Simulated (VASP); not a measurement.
A run of VASP 6.6.1:

The input INCAR:

```
  PREC = Accurate
  ENCUT = 600
  EDIFF = 1E-7
  ISMEAR = -1
  SIGMA = 0.02
  LREAL = False
  LASPH = True
  NELM = 80
  ALGO = Normal
  ISIF = 3
  LWAVE = False
  LCHARG = False
  GGA = PS
  IBRION = 2
  NSW = 80
  EDIFFG = -0.005
```

KPOINTS

```
Automatic mesh
0
Gamma
  6 6 6
```

POSCAR

```
TePb
1.0
    0.0000000000      3.2860552879      3.2860552879
    3.2860552879      0.0000000000      3.2860552879
    3.2860552879      3.2860552879      0.0000000000
Te Pb
1 1
Direct
    0.5000000000      0.5000000000      0.5000000000
    0.0000000000      0.0000000000      0.0000000000
```

Potentials or basis: VASP PAW PBE potentials, release 64 (Te, Pb_d).

Launch:

```bash
$ cat potpaw_PBE.64/Te/POTCAR potpaw_PBE.64/Pb_d/POTCAR > POTCAR
$ mpirun -np 1 vasp_std > vasp.out
```

Hardware: 1 thread of Intel(R) Xeon(R) 6975P-C (Granite Rapids), on a shared host.

Problem. Estimate the wall time of this run.

Solution. It took 30 s on 1 thread of Intel(R) Xeon(R) 6975P-C (Granite Rapids) (shared host), peak memory 0.25 GiB. Counts: scf iterations 31, k points 16, ion steps 3.
